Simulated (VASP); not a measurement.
Wanted: the native input for a VASP 6.6.1 run.

```
Task                   : single point
Functional             : r2SCAN
Potentials or basis    : VASP PAW PBE potentials, release 64 (Sc_sv)
Cutoff                 : 520 eV
k mesh                 : 18 × 18 × 18
Occupations            : gaussian, width 0.15 eV
Spin                   : no spin polarisation
Dipole correction      : no
Further INCAR settings : ALGO = Normal; EDIFF = 1e-06; NBANDS = 12
```

The system is Sc.

```xyz
1
Lattice="0.0000 2.2705 2.2705 2.5259 0.0000 2.2705 2.5259 2.2705 0.0000" Properties=species:S:1:pos:R:3 pbc="T T T"
Sc    0.0000    0.0000    0.0000
```

This cell differs from its parent crystal: strain +0.1125 x Voigt [1, 0, 0, 0, 0, 0].

These files were run (other wordings do the same):

POSCAR

```
Sc
1.0
    0.0000000000      2.2705000000      2.2705000000
    2.5259312500      0.0000000000      2.2705000000
    2.5259312500      2.2705000000      0.0000000000
Sc
1
Direct
    0.0000000000      0.0000000000      0.0000000000
```

INCAR.step1

```
  ALGO = Normal
  EDIFF = 1E-4
  ENCUT = 520
  GGA = PE
  ISMEAR = 0
  LASPH = T
  LCHARG = F
  LREAL = F
  LWAVE = T
  NBANDS = 12
  NELM = 60
  PREC = Accurate
  SIGMA = 0.15
```

INCAR.step2

```
  ALGO = Normal
  EDIFF = 1E-6
  ENCUT = 520
  ISIF = 2
  ISMEAR = 0
  ISTART = 1
  LASPH = T
  LCHARG = F
  LMIXTAU = T
  LREAL = F
  LWAVE = F
  METAGGA = R2SCAN
  NBANDS = 12
  NELM = 60
  PREC = Accurate
  SIGMA = 0.15
```

KPOINTS

```
k-points
0
Gamma
  18 18 18
```

Potentials or basis: VASP PAW PBE potentials, release 64 (Sc_sv).

Run with:

```console
$ cat potpaw_PBE.64/Sc_sv/POTCAR > POTCAR
$ cp INCAR.step1 INCAR
$ mpirun -np 1 vasp_std > vasp.out
$ cp INCAR.step2 INCAR
$ mpirun -np 1 vasp_std > vasp.out
```

Results of the run:

| Item | Value |
| --- | --- |
| Pressure | -1.8 GPa |
| Band gap on the k mesh | zero (an odd number of electrons rules out a gap without spin polarisation) |

Caveat: the cell differs from its parent crystal (strain +0.1125 x Voigt [1, 0, 0, 0, 0, 0]); the PAW data sets were made with another functional, which shifts forces and pressure a little.

It took 7.4 min on 1 thread of AMD EPYC 9R45 96-Core Processor (Zen 5), on a shared host, peak memory 0.23 GiB.
